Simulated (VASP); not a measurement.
# CdF2 (Fm-3m) in VASP: a series of runs

The runs below take CdF2 through single point, relaxation of cell and atoms, with PBE+D3(BJ).

All numbers are computed with VASP 6.6.1; they aren't measurements. Logs are shortened: lines on timing, memory, paths and dates and some standing lists are left out, and cuts for length are marked.

### 1 The cell of the first run

The structure is cubic, space group Fm-3m (No. 225). Conventional cell: a = 5.446 Å, b = 5.446 Å, c = 5.446 Å, α = 90.00°, β = 90.00°, γ = 90.00°. Cd (site symmetry m-3m) has 8 F at 2.36 Å within 3.1 Å. Within 3.1 Å of F (site symmetry -43m) lie 4 Cd at 2.36 Å and 6 F at 2.72 Å.

### 2 Single point, PBE+D3(BJ)

INCAR

```
PREC = Accurate
ENCUT = 520
EDIFF = 1E-7
ISMEAR = 0
SIGMA = 0.02
LREAL = False
LASPH = True
NELM = 80
ALGO = Normal
ISIF = 2
LWAVE = False
LCHARG = False
GGA = PE
IVDW = 12
NBANDS = 20
```

KPOINTS

```
Automatic mesh
0
Gamma
  8 8 8
```

POSCAR

```
CdF2
1.0
    0.0000000000      2.7231344088      2.7231344088
    2.7231344088      0.0000000000      2.7231344088
    2.7231344088      2.7231344088      0.0000000000
Cd F
1 2
Direct
    0.0000000000      0.0000000000      0.0000000000
    0.2500000000      0.2500000000      0.2500000000
    0.7500000000      0.7500000000      0.7500000000
```

Potentials or basis: VASP PAW PBE potentials, release 64 (Cd, F).

Run with:

```sh
cat potpaw_PBE.64/Cd/POTCAR potpaw_PBE.64/F/POTCAR > POTCAR
mpirun -np 1 vasp_std > vasp.out
```

OUTCAR:

```text
PREC = Accurate
   ENCUT = 520
   EDIFF = 1E-7
   ISMEAR = 0
   LREAL = False
   LASPH = True
   NELM = 80
   ISIF = 2
   GGA = PE
   IVDW = 12
 IVDW          = 12

 ion  position               nearest neighbor table
   1  0.000  0.000  0.000-   3 2.36   3 2.36   3 2.36   2 2.36   3 2.36   2 2.36   2 2.36   2 2.36

   2  0.250  0.250  0.250-   1 2.36   1 2.36   1 2.36   1 2.36
   3  0.750  0.750  0.750-   1 2.36   1 2.36   1 2.36   1 2.36

  LATTYP: Found a face centered cubic cell.
 ALAT       =     5.4462688176

  Lattice vectors:

 A1 = (   0.0000000000,   2.7231344088,   2.7231344088)
 A2 = (   2.7231344088,   0.0000000000,   2.7231344088)
 A3 = (   2.7231344088,   2.7231344088,   0.0000000000)

Analysis of symmetry for initial positions (statically):
=====================================================================
 Subroutine PRICEL returns:
 Original cell was already a primitive cell.

 Routine SETGRP: Setting up the symmetry group for a
 face centered cubic supercell.

 Subroutine GETGRP returns: Found 48 space group operations
 (whereof 48 operations were pure point group operations)
 out of a pool of 48 trial point group operations.

The static configuration has the point symmetry O_h .

Analysis of symmetry for dynamics (positions and initial velocities):
=====================================================================
 Subroutine PRICEL returns:
 Original cell was already a primitive cell.

 Routine SETGRP: Setting up the symmetry group for a
 face centered cubic supercell.

 Subroutine GETGRP returns: Found 48 space group operations
 (whereof 48 operations were pure point group operations)
 out of a pool of 48 trial point group operations.

The dynamic configuration has the point symmetry O_h .

 Subroutine INISYM returns: Found 48 space group operations
 (whereof 48 operations are pure point group operations),
 and found     1 'primitive' translations

----------------------------------------------------------------------------------------

                                     Primitive cell

  volume of cell :      40.3866

  direct lattice vectors                    reciprocal lattice vectors
     0.000000000  2.723134409  2.723134409    -0.183611943  0.183611943  0.183611943
     2.723134409  0.000000000  2.723134409     0.183611943 -0.183611943  0.183611943
     2.723134409  2.723134409  0.000000000     0.183611943  0.183611943 -0.183611943

  length of vectors
     3.851093613  3.851093613  3.851093613     0.318025214  0.318025214  0.318025214

  position of ions in fractional coordinates (direct lattice)
     0.000000000  0.000000000  0.000000000
     0.250000000  0.250000000  0.250000000
     0.750000000  0.750000000  0.750000000

  ion indices of the primitive-cell ions
   primitive index   ion index
                 1           1
                 2           2
                 3           3

----------------------------------------------------------------------------------------

 KPOINTS: Automatic mesh

Automatic generation of k-mesh.
 Grid dimensions read from file:
 generate k-points for:    8    8    8

 Generating k-lattice:

  Cartesian coordinates                     Fractional coordinates (reciprocal lattice)
    -0.022951493  0.022951493  0.022951493     0.125000000  0.000000000  0.000000000
     0.022951493 -0.022951493  0.022951493     0.000000000  0.125000000  0.000000000
     0.022951493  0.022951493 -0.022951493     0.000000000  0.000000000  0.125000000

  Length of vectors
     0.039753152  0.039753152  0.039753152

  Shift w.r.t. Gamma in fractional coordinates (k-lattice)
     0.000000000  0.000000000  0.000000000

 Subroutine IBZKPT returns following result:
 ===========================================

 Found     29 irreducible k-points:

 Following reciprocal coordinates:
            Coordinates               Weight
  0.000000  0.000000  0.000000      1.000000
  0.125000  0.000000  0.000000      8.000000
  0.250000  0.000000  0.000000      8.000000
  0.375000  0.000000  0.000000      8.000000
  0.500000  0.000000  0.000000      4.000000
  0.125000  0.125000  0.000000      6.000000
[... 16 lines left out ...]
  0.500000  0.250000  0.125000     48.000000
 -0.375000  0.250000  0.125000     24.000000
 [... further k-points ...]
   k-points           NKPTS =     29   k-points in BZ     NKDIM =     29   number of bands    NBANDS=     20
   number of dos      NEDOS =    301   number of ions     NIONS =      3
   total plane-waves  NPLWV =  27000
   dimension x,y,z NGX =    30 NGY =   30 NGZ =   30
   dimension x,y,z NGXF=    60 NGYF=   60 NGZF=   60
   ions per type =               1   2
   NGX,Y,Z   is equivalent  to a cutoff of  12.95, 12.95, 12.95 a.u.
   NGXF,Y,Z  is equivalent  to a cutoff of  25.90, 25.90, 25.90 a.u.
 SYSTEM =  unknown system
   PREC   = accura    normal or accurate (medium, high low for compatibility)
   ISTART =      0    job   : 0-new  1-cont  2-samecut
   ICHARG =      2    charge: 1-file 2-atom 10-const
   ISPIN  =      1    spin polarized calculation?
   LNONCOLLINEAR =      F non collinear calculations
   LSORBIT =      F    spin-orbit coupling
   LASPH  =      T    aspherical Exc in radial PAW
   ENCUT  =  520.0 eV  38.22 Ry    6.18 a.u.   7.16  7.16  7.16*2*pi/ulx,y,z
   NELM   =     80;   NELMIN=  2; NELMDL= -5     # of ELM steps
   EDIFF  = 0.1E-06   stopping-criterion for ELM
   LREAL  =      F    real-space projection
   EDIFFG = 0.1E-05   stopping-criterion for IOM
   NSW    =      0    number of steps for IOM
   IBRION =     -1    ionic relax: 0-MD 1-quasi-New 2-CG
   NFREE  =      0    steps in history (QN), initial steepest desc. (CG)
   ISIF   =      2    stress and relaxation
   ISYM   =      2    0-nonsym 1-usesym 2-fastsym
   POTIM  = 0.5000    time-step for ionic-motion
   TEBEG  =    0.0;   TEEND  =   0.0 temperature during run
   PSTRESS=    0.0 pullay stress
   NELECT =      26.0000    total number of electrons
   NUPDOWN=      -1.0000    fix difference up-down
   EMIN   =  10.00;   EMAX   =-10.00  energy-range for DOS
   EFERMI =   0.00;   METHOD = LEGACY
   ISMEAR =     0;   SIGMA  =   0.02  broadening in eV -4-tet -1-fermi 0-gaus
   EFERMI_NEDOS =   21; number of points for ismear=-14 and -15
   IALGO  =     38    algorithm
   IMIX   =      4    mixing-type and parameters
     AMIX     =   0.40;   BMIX     =  1.00
     AMIX_MAG =   1.60;   BMIX_MAG =  1.00
  volume/ion in A,a.u.               =      13.46        90.85
  Fermi-wavevector in a.u.,A,eV,Ry     =   1.413579  2.671278 27.187252  1.998207
  Thomas-Fermi vector in A             =   2.535210
   LORBIT       =      0    0 simple, 1 ext, 2 COOP (PROOUT), +10 PAW based schemes
   GGA     = PE    functional components
   LHFCALC =     F    Hartree Fock is set to
   AEXX    =    0.0000 exact exchange contribution
   IVDW    =    12    specifies the selected vdW correction
   LEPSILON=     F    determine dielectric tensor
   LRPA    =     F    only Hartree local field effects (RPA)
 non-spin polarized calculation
 Gauss-broadening in eV      SIGMA  =   0.02
  energy-cutoff  :      520.00
  volume of cell :       40.39
 maximum number of plane-waves:      1106
 NGX is ok and might be reduce to    30
   NGX = 15   NGY = 15   NGZ = 15

 number of electron      25.9999986 magnetization

 Free energy of the ion-electron system (eV)
  ---------------------------------------------------
  ext. energy  EPLUGINS =         0.00000000
  ---------------------------------------------------
  free energy    TOTEN  =       -10.89625552 eV

  energy without entropy =      -10.89625552  energy(sigma->0) =      -10.89625552

 E-fermi :  -1.4362     XC(G=0): -10.2377

 val. band max:       -1.5488184207   @ k =  -0.2500   0.5000   0.2500
 cond. band min:       1.4050510395   @ k =   0.0000   0.0000   0.0000
 fundamental gap:      2.9538694602
 Fermi energy:        -1.4361975456

 k-point     1 :       0.0000    0.0000    0.0000
  band No.  band energies     occupation
      1     -22.1793      2.00000
      2     -21.1621      2.00000
      3      -7.0739      2.00000
      4      -7.0739      2.00000
      5      -7.0739      2.00000
      6      -6.0026      2.00000
[... 12 lines left out ...]
     19      18.1150      0.00000
     20      18.1150      0.00000

 k-point     2 :       0.1250    0.0000    0.0000
  band No.  band energies     occupation
      1     -22.1341      2.00000
      2     -21.2021      2.00000
      3      -7.0199      2.00000
      4      -7.0199      2.00000
      5      -6.9218      2.00000
      6      -6.0175      2.00000
[... 12 lines left out ...]
     19      17.7080      0.00000
     20      17.7080      0.00000

 k-point     3 :       0.2500    0.0000    0.0000
  band No.  band energies     occupation
      1     -22.0101      2.00000
      2     -21.3123      2.00000
      3      -6.8964      2.00000
      4      -6.8964      2.00000
      5      -6.5162      2.00000
      6      -6.0284      2.00000
[... 12 lines left out ...]
     19      17.0402      0.00000
     20      17.6893      0.00000

 k-point     4 :       0.3750    0.0000    0.0000
  band No.  band energies     occupation
      1     -21.8391      2.00000
      2     -21.4666      2.00000
      3      -6.7970      2.00000
      4      -6.7970      2.00000
      5      -6.0203      2.00000
      6      -5.9820      2.00000
[... 429 lines left out ...]
 k-point    23 :       0.5000    0.2500    0.1250
  band No.  band energies     occupation
      1     -21.7858      2.00000
      2     -21.5004      2.00000
      3      -6.6767      2.00000
      4      -6.5973      2.00000
      5      -6.1911      2.00000
      6      -5.9888      2.00000
[... 12 lines left out ...]
     19      17.1398      0.00000
     20      20.0216      0.00000

 k-point    24 :      -0.3750    0.2500    0.1250
  band No.  band energies     occupation
      1     -21.6556      2.00000
      2     -21.6227      2.00000
      3      -6.6495      2.00000
      4      -6.5625      2.00000
      5      -6.0380      2.00000
      6      -6.0248      2.00000
[... 12 lines left out ...]
     19      16.9321      0.00000
     20      20.4800      0.00000

 [... further k-points ...]

------------------------ aborting loop because EDIFF is reached ----------------------------------------

 Edisp (eV)   -0.48612

 E8    (eV) :    -0.1839

  FORCE on cell =-STRESS in cart. coord.  units (eV):
  Direction    XX          YY          ZZ          XY          YZ          ZX
  --------------------------------------------------------------------------------------
  -------------------------------------------------------------------------------------
  Total       0.13438     0.13438     0.13438     0.00000     0.00000     0.00000
  in kB       5.33095     5.33095     5.33095     0.00000     0.00000     0.00000
  external pressure =        5.33 kB  Pullay stress =        0.00 kB

 VOLUME and BASIS-vectors are now :
 -----------------------------------------------------------------------------
  energy-cutoff  :      520.00
  volume of cell :       40.39
      direct lattice vectors                 reciprocal lattice vectors
     0.000000000  2.723134409  2.723134409    -0.183611943  0.183611943  0.183611943
     2.723134409  0.000000000  2.723134409     0.183611943 -0.183611943  0.183611943
     2.723134409  2.723134409  0.000000000     0.183611943  0.183611943 -0.183611943

 POSITION                                       TOTAL-FORCE (eV/Angst)
 -----------------------------------------------------------------------------------
      0.00000      0.00000      0.00000         0.000000      0.000000     -0.000000
      1.36157      1.36157      1.36157         0.000000      0.000000      0.000000
      4.08470      4.08470      4.08470        -0.000000     -0.000000     -0.000000
 -----------------------------------------------------------------------------------
    total drift:                                0.000000     -0.000000      0.000000

  FREE ENERGIE OF THE ION-ELECTRON SYSTEM (eV)
  ---------------------------------------------------
  free  energy   TOTEN  =       -11.3823778974 eV

  energy  without entropy=      -11.3823778974  energy(sigma->0) =      -11.38237790
```

It took 19 s on 1 thread of Intel Xeon Platinum 8488C (Sapphire Rapids), shared host; peak memory 0.18 GiB.

Results:

```yaml
Free_energy: -11.3824 eV
Pressure: 0.5 GPa
Band_gap_on_the_k_mesh: 2.95 eV, indirect (least direct gap 3.49 eV)
Dispersion_energy_per_atom: -0.162 eV
```

Levels at points of the mesh, in eV from the valence-band top:
| k point | band 11 | band 12 | band 13 | band 14 | band 15 | band 16 |
| --- | --- | --- | --- | --- | --- | --- |
| (0.00, 0.00, 0.00) | -0.54 | -0.54 | -0.54 | 2.95 | 12.55 | 12.55 |
| (0.50, 0.00, 0.00) | -1.72 | -0.42 | -0.42 | 6.93 | 9.05 | 14.22 |
| (0.50, 0.50, 0.00) | -0.44 | -0.09 | -0.09 | 7.74 | 9.48 | 11.85 |

A k mesh can miss the band edges. As with any semilocal functional, this PBE gap is likely too small.

### 3 Relaxation of cell and atoms, PBE+D3(BJ)

This run uses another cell than the first one, of 13.72 Å³/atom, 1.019 times its volume.

INCAR

```
ALGO = Normal
EDIFF = 1E-6
EDIFFG = -0.02
ENCUT = 600
GGA = PE
IBRION = 2
ISIF = 3
ISMEAR = 0
IVDW = 12
LASPH = True
LCHARG = False
LREAL = False
LWAVE = False
NELM = 60
NSW = 70
PREC = Accurate
SIGMA = 0.02
```

KPOINTS

```
k-points
0
Gamma
  8 8 8
```

POSCAR

```
CdF2
1.0
    0.0000000000      2.7401552382      2.7401552382
    2.7401552382      0.0000000000      2.7401552382
    2.7401552382      2.7401552382      0.0000000000
Cd F
1 2
Direct
    0.0000000000      0.0000000000      0.0000000000
    0.2500000000      0.2500000000      0.2500000000
    0.7500000000      0.7500000000      0.7500000000
```

Potentials or basis: VASP PAW PBE potentials, release 64 (Cd, F).

Run with:

```sh
cat potpaw_PBE.64/Cd/POTCAR potpaw_PBE.64/F/POTCAR > POTCAR
mpirun -np 1 vasp_std > vasp.out
```

It took 26 s on 1 thread of Intel Xeon Platinum 8488C (Sapphire Rapids), shared host; peak memory 0.2 GiB.

Results (log left out):

```yaml
Free_energy: -11.3883 eV
Relaxed_volume: 13.51 Å³/atom
Relaxed_cell: a = 3.855 Å, b = 3.855 Å, c = 3.855 Å, α = 60.00°, β = 60.00°, γ = 60.00°
Space_group_after_relaxing_to_0.05_Å: Fm-3m (No. 225)
Energy_gained_by_relaxing: 1.0 meV/atom
Ionic_steps: 3
Pressure_after_relaxing: 0.0 GPa
Band_gap_on_the_k_mesh: 2.94 eV, indirect (least direct gap 3.48 eV)
Dispersion_energy_per_atom: -0.162 eV
```

Step by step:
```
step  energy change (eV)  largest force (eV/Å)  pressure (GPa)  volume (Å³)
   1              0.0000                0.0000           -1.44        41.15
   2             -0.0028                0.0000            0.25        40.42
   3             -0.0029                0.0000            0.00        40.52
```

Final structure:
```
CELL_PARAMETERS angstrom
0.00000 2.72612 2.72612
2.72612 0.00000 2.72612
2.72612 2.72612 0.00000
ATOMIC_POSITIONS crystal
Cd 0.00000 0.00000 0.00000
F 0.25000 0.25000 0.25000
F 0.75000 0.75000 0.75000
```

Levels at points of the mesh, in eV from the valence-band top:
| k point | band 10 | band 11 | band 12 | band 13 | band 14 | band 15 | band 16 | band 17 |
| --- | --- | --- | --- | --- | --- | --- | --- | --- |
| (0.00, 0.00, 0.00) | -0.88 | -0.54 | -0.54 | -0.54 | 2.94 | 12.53 | 12.53 | 12.53 |
| (0.50, 0.00, 0.00) | -1.71 | -1.71 | -0.42 | -0.42 | 6.91 | 9.04 | 14.19 | 14.19 |
| (0.50, 0.50, 0.00) | -2.77 | -0.43 | -0.08 | -0.08 | 7.71 | 9.46 | 11.85 | 13.97 |
